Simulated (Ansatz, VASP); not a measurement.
## Ir in VASP and in Ansatz

```
Ir
1.0
     0.00000    1.91970    2.17156
     1.91970    0.00000    2.17156
     1.91970    1.91970    0.00000
Ir
1
Direct
  0.00000 0.00000 0.00000
```

Change from the starting cell: strain +0.1312 x Voigt [0, 0, 1, 0, 0, 0], atoms carried along.

Alike in both runs: task single point; functional PBE; k mesh 22 × 22 × 22; occupations gaussian, width 0.15 eV; no spin polarisation.

|  | VASP | Ansatz |
| --- | --- | --- |
| version | VASP 6.6.1 | Ansatz 0.2.0 |
| potentials or method | VASP PAW PBE potentials, release 64 (Ir), cutoff 520 eV | scalar-relativistic, plane waves, PAW |
| valence electrons in the cell | 9 | 17 |

Ansatz gave:

- gap on the k mesh at the Fermi level (eV): none
- pressure (GPa): -23.6
- traceless stress, the component that is largest in VASP (GPa): -20.80

Q: Estimate VASP's values.

A: gap on the k mesh at the Fermi level (eV): none; pressure (GPa): -23.3; traceless stress, the component that is largest in VASP (GPa): -20.62.

A gap of «none» marks a metal or a gap that the smearing closes. With one functional, cell and mesh, what is left measures potentials, basis and numerics. VASP's potentials hold 9 valence electrons a cell and Ansatz's 17, so a difference there can come from the potentials and not from the codes.

Neither program's run includes spin-orbit coupling.
